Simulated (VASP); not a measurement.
Here is a VASP 6.6.1 calculation.

Contents of INCAR:

```
SYSTEM = Mo
  ALGO = Normal
  EDIFF = 1E-6
  ENCUT = 520
  GGA = PE
  ISIF = 2
  ISMEAR = -1
  LASPH = .TRUE.
  LCHARG = .FALSE.
  LREAL = .FALSE.
  LWAVE = .FALSE.
  NBANDS = 36
  NELM = 60
  PREC = Accurate
  SIGMA = 0.1
```

Contents of KPOINTS:

```
k-points
0
G
  15 15 4
  0 0 0
```

File POSCAR:

```
Mo
1.0
    2.6979130904      0.0000000000      0.0000000000
   -1.3489565452      2.3364612735      0.0000000000
    0.0000000000      0.0000000000      9.3870397920
Mo
4
Direct
    0.0000000000      1.0000000000      0.0000000000
    0.0000000000      0.0000000000      0.5000000000
    0.3333333333      0.6666666667      0.2500000000
    0.6666666667      0.3333333333      0.7500000000
```

Potentials or basis: VASP PAW PBE potentials, release 64 (Mo_sv).

Run with:

```bash
$ cat potpaw_PBE.64/Mo_sv/POTCAR > POTCAR
$ mpirun -np 1 vasp_std > vasp.out
```

(1) What does it give for the pressure?

(2) Predict the band gap on the k mesh.

## Answers

(1) 24.2 GPa.

(2) zero (bands 28 and 29 overlap by 1.88 eV).

Caveat: the cell stands under pressure.
